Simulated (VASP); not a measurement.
V, 1 atom in the cell. The structure is tetragonal, space group I4/mmm (No. 139). Conventional cell: a = 3.029 Å, b = 3.029 Å, c = 3.059 Å, α = 90.00°, β = 90.00°, γ = 90.00°. Within 3.5 Å of V (site symmetry 4/mmm) lie 14 V at 2.63 to 3.06 Å.  This cell differs from its parent crystal: cell strained by +1.0% along z.

* Program: VASP 6.6.1
* Task: single point
* Functional: PBE
* Potentials or basis: VASP PAW PBE potentials, release 64 (V_sv)
* Cutoff: 700 eV
* k mesh: 28 × 28 × 28
* Occupations: methfessel-paxton, width 0.05 eV
* Spin: collinear spin, ferromagnetic start
* Starting moments: [2.0] μB
* Hubbard terms: V d U = 6 eV
* Tolerance level: standard
* Purpose: stress
* Further INCAR settings: ALGO = Normal; EDIFF = 1e-06

Potentials or basis: VASP PAW PBE potentials, release 64 (V_sv).

The run is started by

```console
$ cat potpaw_PBE.64/V_sv/POTCAR > POTCAR
$ mpirun -np 2 vasp_std > vasp.out
```

Hardware: 2 MPI ranks on Intel(R) Xeon(R) 6975P-C (Granite Rapids), with other jobs on the host.

Q: Estimate the wall time of this run.

A: Wall time 2.5 min on 2 MPI ranks on Intel(R) Xeon(R) 6975P-C (Granite Rapids) (shared host), peak memory 0.63 GiB a rank. Counts: scf iterations 19, k points 1639.
